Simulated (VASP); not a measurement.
Runs of VASP 6.6.1 on Re. The structure is that of space group P6_3/mmc (No. 194), or close to it. The cells are those of the table. 

```csv
cell,gap on the mesh (eV),pressure (GPa)
"a = 2.809, b = 2.809, c = 4.536 Å, angles 90.0, 90.0, 120.0°, 2 atoms",none,-25.7
"a = 2.833, b = 2.833, c = 4.574 Å, angles 90.0, 90.0, 120.0°, 2 atoms",none,(b)
"a = 2.711, b = 2.711, c = 4.377 Å, angles 90.0, 90.0, 120.0°, 2 atoms",none,14.5
"a = 2.785, b = 2.785, c = 4.497 Å, angles 90.0, 90.0, 120.0°, 2 atoms",none,(a)
"a = 2.685, b = 2.685, c = 4.336 Å, angles 90.0, 90.0, 120.0°, 2 atoms",none,28.9
```

Alike in all rows: task single point; level LDA; potentials or basis VASP PAW LDA potentials, release 64 (Re); no spin polarisation; k mesh 10 × 10 × 5; cutoff (eV) 520; smearing fermi-dirac 0.15 eV.

Question: Fill in the values left out.

Answer: (a) -17.8; (b) -32.4.

Caveats: spin-orbit coupling is left out, which moves the levels of the heavy elements.

A k mesh can miss the band edges, and the runs leave out spin-orbit coupling on Re.

A gap of «none» marks levels without a gap at the run's occupations.
